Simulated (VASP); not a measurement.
# Ru (P6_3/mmc) in VASP: further runs

The runs below take Ru through single point, with PBEsol.

Program: VASP 6.6.1. These are calculated values, not measurements. Logs are shortened: lines on timing, memory, paths and dates and some standing lists are left out, and cuts for length are marked.

**1. The cell of the first run**

The structure is hexagonal, space group P6_3/mmc (No. 194). The conventional cell has a = 2.614 Å, b = 2.614 Å, c = 4.559 Å, α = 90.00°, β = 90.00°, γ = 120.00°. Ru (site symmetry -6m2) has 12 Ru at 2.61 to 2.73 Å within 3.4 Å.

**2. Single point, PBEsol**

Input file INCAR:

```
SYSTEM = Ru
ALGO = Normal
EDIFF = 1E-7
ENCUT = 520
GGA = PS
ISIF = 2
ISMEAR = 0
LASPH = .True.
LCHARG = .False.
LREAL = .False.
LWAVE = .False.
NBANDS = 21
NELM = 60
PREC = Accurate
SIGMA = 0.15
```

Input file KPOINTS:

```
k-points
0
Gamma
  18 18 10
  0 0 0
```

Input file POSCAR:

```
Ru
1.0
    2.6144000000      0.0000000000      0.0000000000
   -1.3072000000      2.2641368157      0.0000000000
    0.0000000000      0.0000000000      4.5586000000
Ru
2
Direct
    0.3333333333      0.6666666667      0.2500000000
    0.6666666667      0.3333333333      0.7500000000
```

Potentials or basis: VASP PAW PBE potentials, release 64 (Ru_pv).

The run is started by

```sh
> cat potpaw_PBE.64/Ru_pv/POTCAR > POTCAR
> mpirun -np 1 vasp_std > vasp.out
```

OUTCAR:

```text
SYSTEM = Ru
   EDIFF = 1E-7
   ENCUT = 520
   GGA = PS
   ISIF = 2
   ISMEAR = 0
   LASPH = .True.
   LREAL = .False.
   NELM = 60
   PREC = Accurate

 ion  position               nearest neighbor table
   1  0.333  0.667  0.250-   2 2.73   2 2.73   2 2.73   2 2.73   2 2.73   2 2.73
   2  0.667  0.333  0.750-   1 2.73   1 2.73   1 2.73   1 2.73   1 2.73   1 2.73

  LATTYP: Found a hexagonal cell.
 ALAT       =     2.6144000000
 C/A-ratio  =     1.7436505508

  Lattice vectors:

 A1 = (   2.6144000000,   0.0000000000,   0.0000000000)
 A2 = (  -1.3072000000,   2.2641368157,   0.0000000000)
 A3 = (   0.0000000000,   0.0000000000,   4.5586000000)

Analysis of symmetry for initial positions (statically):
=====================================================================
 Subroutine PRICEL returns:
 Original cell was already a primitive cell.

 Routine SETGRP: Setting up the symmetry group for a
 hexagonal supercell.

 Subroutine GETGRP returns: Found 24 space group operations
 (whereof 12 operations were pure point group operations)
 out of a pool of 24 trial point group operations.

The static configuration has the point symmetry D_3d.
 The point group associated with its full space group is D_6h.

Analysis of symmetry for dynamics (positions and initial velocities):
=====================================================================
 Subroutine PRICEL returns:
 Original cell was already a primitive cell.

 Routine SETGRP: Setting up the symmetry group for a
 hexagonal supercell.

 Subroutine GETGRP returns: Found 24 space group operations
 (whereof 12 operations were pure point group operations)
 out of a pool of 24 trial point group operations.

The dynamic configuration has the point symmetry D_3d.
 The point group associated with its full space group is D_6h.

 Subroutine INISYM returns: Found 24 space group operations
 (whereof 12 operations are pure point group operations),
 and found     1 'primitive' translations

----------------------------------------------------------------------------------------

                                     Primitive cell

  volume of cell :      26.9840

  direct lattice vectors                    reciprocal lattice vectors
     2.614400000  0.000000000  0.000000000     0.382496940  0.220834711  0.000000000
    -1.307200000  2.264136816  0.000000000     0.000000000  0.441669423  0.000000000
     0.000000000  0.000000000  4.558600000     0.000000000  0.000000000  0.219365595
[... 76 lines left out ...]
   ISTART =      0    job   : 0-new  1-cont  2-samecut
   ICHARG =      2    charge: 1-file 2-atom 10-const
   ISPIN  =      1    spin polarized calculation?
   LNONCOLLINEAR =      F non collinear calculations
   LSORBIT =      F    spin-orbit coupling
   LASPH  =      T    aspherical Exc in radial PAW
   ENCUT  =  520.0 eV  38.22 Ry    6.18 a.u.   4.86  4.86  8.48*2*pi/ulx,y,z
   NELM   =     60;   NELMIN=  2; NELMDL= -5     # of ELM steps
   EDIFF  = 0.1E-06   stopping-criterion for ELM
   LREAL  =      F    real-space projection
   EDIFFG = 0.1E-05   stopping-criterion for IOM
   NSW    =      0    number of steps for IOM
   IBRION =     -1    ionic relax: 0-MD 1-quasi-New 2-CG
   NFREE  =      0    steps in history (QN), initial steepest desc. (CG)
   ISIF   =      2    stress and relaxation
   ISYM   =      2    0-nonsym 1-usesym 2-fastsym
   POTIM  = 0.5000    time-step for ionic-motion
   TEBEG  =    0.0;   TEEND  =   0.0 temperature during run
   PSTRESS=    0.0 pullay stress
   NELECT =      28.0000    total number of electrons
   NUPDOWN=      -1.0000    fix difference up-down
   EMIN   =  10.00;   EMAX   =-10.00  energy-range for DOS
   EFERMI =   0.00;   METHOD = LEGACY
   ISMEAR =     0;   SIGMA  =   0.15  broadening in eV -4-tet -1-fermi 0-gaus
   EFERMI_NEDOS =   21; number of points for ismear=-14 and -15
   IALGO  =     38    algorithm
   IMIX   =      4    mixing-type and parameters
     AMIX     =   0.40;   BMIX     =  1.00
     AMIX_MAG =   1.60;   BMIX_MAG =  1.00
  volume/ion in A,a.u.               =      13.49        91.05
  Fermi-wavevector in a.u.,A,eV,Ry     =   1.657393  3.132018 37.374535  2.746951
  Thomas-Fermi vector in A             =   2.745153
   LORBIT       =      0    0 simple, 1 ext, 2 COOP (PROOUT), +10 PAW based schemes
   GGA     = PS    functional components
   LHFCALC =     F    Hartree Fock is set to
   AEXX    =    0.0000 exact exchange contribution
   IVDW    =     0    specifies the selected vdW correction
   LEPSILON=     F    determine dielectric tensor
   LRPA    =     F    only Hartree local field effects (RPA)
 non-spin polarized calculation
 Gauss-broadening in eV      SIGMA  =   0.15
  energy-cutoff  :      520.00
  volume of cell :       26.98
 maximum number of plane-waves:       744
 NGX is ok and might be reduce to    20
   NGX =  9   NGY =  9   NGZ = 17

 number of electron      28.0000001 magnetization

 Free energy of the ion-electron system (eV)
  ---------------------------------------------------
  ext. energy  EPLUGINS =         0.00000000
  ---------------------------------------------------
  free energy    TOTEN  =       -20.08263547 eV

  energy without entropy =      -20.06680295  energy(sigma->0) =      -20.07471921

 E-fermi :  12.8343     XC(G=0): -14.3145

 val. band max:       12.8336706670   @ k =   0.2222   0.0556   0.0000
 cond. band min:      12.8390472608   @ k =   0.3889   0.0556   0.5000
 fundamental gap:      0.0053765938
 Fermi energy:        12.8342917461

 k-point     1 :       0.0000    0.0000    0.0000
  band No.  band energies     occupation
      1     -30.6608      2.00000
      2     -29.7317      2.00000
      3     -29.7000      2.00000
      4     -29.7000      2.00000
      5     -29.5990      2.00000
      6     -29.5990      2.00000
[... 565 lines left out ...]
     20      23.1237      0.00000
     21      23.9569      0.00000

 [... further k-points ...]
[... 5 lines left out ...]
  --------------------------------------------------------------------------------------
  -------------------------------------------------------------------------------------
  Total        2.3942029      2.3942029     -5.6608194     -0.0000000     -0.0000000     -0.0000000
  in kB      142.1560475    142.1560475   -336.1117491     -0.0000000     -0.0000000     -0.0000000
  external PRESSURE =     -17.2665513 kB  Pullay stress =       0.0000000 kB

 VOLUME and BASIS-vectors are now :
 -----------------------------------------------------------------------------
  energy-cutoff  :      520.00
  volume of cell :       26.98
      direct lattice vectors                 reciprocal lattice vectors
     2.614400000  0.000000000  0.000000000     0.382496940  0.220834711  0.000000000
    -1.307200000  2.264136816  0.000000000     0.000000000  0.441669423  0.000000000
     0.000000000  0.000000000  4.558600000     0.000000000  0.000000000  0.219365595

 POSITION                                       TOTAL-FORCE (eV/Angst)
 -----------------------------------------------------------------------------------
     -0.00000      1.50942      1.13965         0.000000      0.000000      0.000000
      1.30720      0.75471      3.41895        -0.000000     -0.000000      0.000000
 -----------------------------------------------------------------------------------
    total drift:                               -0.000000      0.000000     -0.000000

  FREE ENERGIE OF THE ION-ELECTRON SYSTEM (eV)
  ---------------------------------------------------
  free  energy   TOTEN  =       -20.0826354663 eV

  energy  without entropy=      -20.0668029478  energy(sigma->0) =      -20.07471921
```

stdout:

```text
POSCAR found type information on POSCAR Ru
 POSCAR found :  1 types and       2 ions
 scaLAPACK will be used
 -----------------------------------------------------------------------------
|                                                                             |
|                                                                             |
|     You enforced a specific xc type in the INCAR file but a different       |
|     I HOPE YOU KNOW WHAT YOU ARE DOING!                                     |
|                                                                             |
 -----------------------------------------------------------------------------

 LDA part: xc-table for (Slater+PW92), standard interpolation
 POSCAR, INCAR and KPOINTS ok, starting setup
 FFT: planning ... GRIDC
 FFT: planning ... GRID_SOFT
 FFT: planning ... GRID
 WAVECAR not read
 entering main loop
```

Wall time 38 s (1 thread of Intel Xeon 6975P-C (Granite Rapids), shared host); peak memory 0.21 GiB.

Results:

```
Free energy            : -20.0826 eV
Pressure               : -1.7 GPa
Band gap on the k mesh : zero (band 14 reaches 14.38 eV, above the bottom of band 15 at 11.47 eV)
```

Stress tensor (GPa, compression positive):
```
 14.22   0.00   0.00
  0.00  14.22   0.00
  0.00   0.00 -33.61
```

Levels at points of the mesh, in eV from the Fermi level:
```
           k point  band 11  band 12  band 13  band 14  band 15  band 16  band 17  band 18
(0.00, 0.00, 0.00)    -2.57    -2.09    -2.09    -0.67    -0.67     0.19     1.24     1.24
(0.50, 0.00, 0.00)    -2.35    -1.98    -1.50     1.54     2.06     2.30     4.26     6.36
(0.00, 0.00, 0.50)    -2.56    -2.56    -2.56    -2.56     0.59     0.59     0.59     0.59
(0.50, 0.00, 0.50)    -0.73    -0.73     0.44     0.44     2.20     2.20     3.42     3.42
```

Caveat: the PAW data sets were made with another functional, which shifts forces and pressure a little.

**3. Single point, PBEsol**

This run uses another cell than the first one, of 13.57 Å³/atom, 1.006 times its volume.

Input file INCAR:

```
PREC     = Accurate       # precision mode
ENCUT    = 520            # plane-wave cutoff, eV
EDIFF    = 1E-7           # SCF threshold, eV
ISMEAR   = 0              # smearing method
SIGMA    = 0.15           # smearing width, eV
LREAL    = False          # projectors in reciprocal space
LASPH    = True           # aspherical terms in the spheres
NELM     = 80             # most SCF steps
ALGO     = Normal         # electronic algorithm
ISIF     = 2              # what is computed and relaxed
LWAVE    = False          # write WAVECAR
LCHARG   = False          # write CHGCAR
GGA      = PS             # functional
NBANDS   = 21             # bands
```

Input file KPOINTS:

```
regular mesh
0
Gamma
  18 18 10
```

Input file POSCAR:

```
Ru
1.0
    2.6520000000      0.0000000000      0.0000000000
   -1.3260000000      2.2966993709      0.0000000000
    0.0000000000      0.0000000000      4.4565000000
Ru
2
Direct
    0.3333333333      0.6666666667      0.2500000000
    0.6666666667      0.3333333333      0.7500000000
```

Potentials or basis: VASP PAW PBE potentials, release 64 (Ru_pv).

The run is started by

```sh
> cat potpaw_PBE.64/Ru_pv/POTCAR > POTCAR
> mpirun -np 1 vasp_std > vasp.out
```

Wall time 40 s (1 thread of Intel Xeon 6975P-C (Granite Rapids), shared host); peak memory 0.21 GiB.

It converged, with:

```
Free energy            : -20.2398 eV
Pressure               : -5.6 GPa
Band gap on the k mesh : zero (band 14 reaches 14.39 eV, above the bottom of band 15 at 11.39 eV)
```

Stress tensor (GPa, compression positive):
```
  4.15   0.00   0.00
  0.00   4.15   0.00
  0.00   0.00 -25.24
```

Levels at points of the mesh, in eV from the Fermi level:
```tsv
k point	band 11	band 12	band 13	band 14	band 15	band 16	band 17	band 18
(0.00, 0.00, 0.00)	-2.56	-2.01	-2.01	-0.93	-0.93	0.57	1.21	1.21
(0.50, 0.00, 0.00)	-2.45	-1.82	-1.62	1.68	1.81	2.11	4.18	6.25
(0.00, 0.00, 0.50)	-2.60	-2.60	-2.60	-2.60	0.55	0.55	0.55	0.55
(0.50, 0.00, 0.50)	-0.84	-0.84	0.45	0.45	1.99	1.99	3.40	3.40
```

Caveat: the PAW data sets were made with another functional, which shifts forces and pressure a little.

**4. Single point, PBEsol**

This run uses another cell than the first one, of 13.64 Å³/atom, 1.011 times its volume.

Input file INCAR:

```
PREC = Accurate
ENCUT = 520
EDIFF = 1E-6
ISMEAR = 0
SIGMA = 0.15
LREAL = F
LASPH = T
NELM = 100
ALGO = Fast
ISIF = 2
LWAVE = F
LCHARG = F
GGA = PS
NBANDS = 21
```

Input file KPOINTS:

```
Automatic mesh
0
Gamma
  18 18 10
```

Input file POSCAR:

```
Ru
1.0
    2.6896847531      0.0000000000      0.0000000000
   -1.3448423765      2.3293353243      0.0000000000
    0.0000000000      0.0000000000      4.3544000000
Ru
2
Direct
    0.3333333333      0.6666666667      0.2500000000
    0.6666666667      0.3333333333      0.7500000000
```

The run is started by

```sh
> cat potpaw_PBE.64/Ru_pv/POTCAR > POTCAR
> mpirun -np 1 vasp_std > vasp.out
```

Wall time 41 s (1 thread of Intel Xeon 6975P-C (Granite Rapids), shared host); peak memory 0.21 GiB.

It converged, with:

```
Free energy            : -20.3189 eV
Pressure               : -8.0 GPa
Band gap on the k mesh : zero (band 14 reaches 14.18 eV, above the bottom of band 15 at 11.11 eV)
```

Stress tensor (GPa, compression positive):
```
 -4.23   0.00   0.00
  0.00  -4.23   0.00
  0.00   0.00 -15.44
```

Levels at points of the mesh, in eV from the Fermi level:
| k point | band 12 | band 13 | band 14 | band 15 | band 16 | band 17 |
| --- | --- | --- | --- | --- | --- | --- |
| (0.00, 0.00, 0.00) | -1.93 | -1.93 | -1.20 | -1.20 | 0.98 | 1.19 |
| (0.50, 0.00, 0.00) | -1.74 | -1.63 | 1.57 | 1.83 | 1.94 | 4.09 |
| (0.00, 0.00, 0.50) | -2.67 | -2.67 | -2.67 | 0.54 | 0.54 | 0.54 |
| (0.50, 0.00, 0.50) | -0.96 | 0.44 | 0.44 | 1.79 | 1.79 | 3.37 |

Caveat: the PAW data sets were made with another functional, which shifts forces and pressure a little.

**5. The runs side by side**

```csv
cell,gap on the mesh (eV),pressure (GPa)
"a = 2.614, b = 2.614, c = 4.559 Å, angles 90.0, 90.0, 120.0°, 2 atoms",none,-1.7
"a = 2.652, b = 2.652, c = 4.457 Å, angles 90.0, 90.0, 120.0°, 2 atoms",none,-5.6
"a = 2.690, b = 2.690, c = 4.354 Å, angles 90.0, 90.0, 120.0°, 2 atoms",none,-8.0
```

Alike in all rows: task single point; level PBEsol; potentials or basis VASP PAW PBE potentials, release 64 (Ru_pv); no spin polarisation; k mesh 18 × 18 × 10; cutoff (eV) 520; smearing gaussian 0.15 eV.

Caveats: the PAW data sets were made with another functional, which shifts forces and pressure a little.

Total energies depend on the potentials used, so only differences within one code and one set of settings carry meaning.
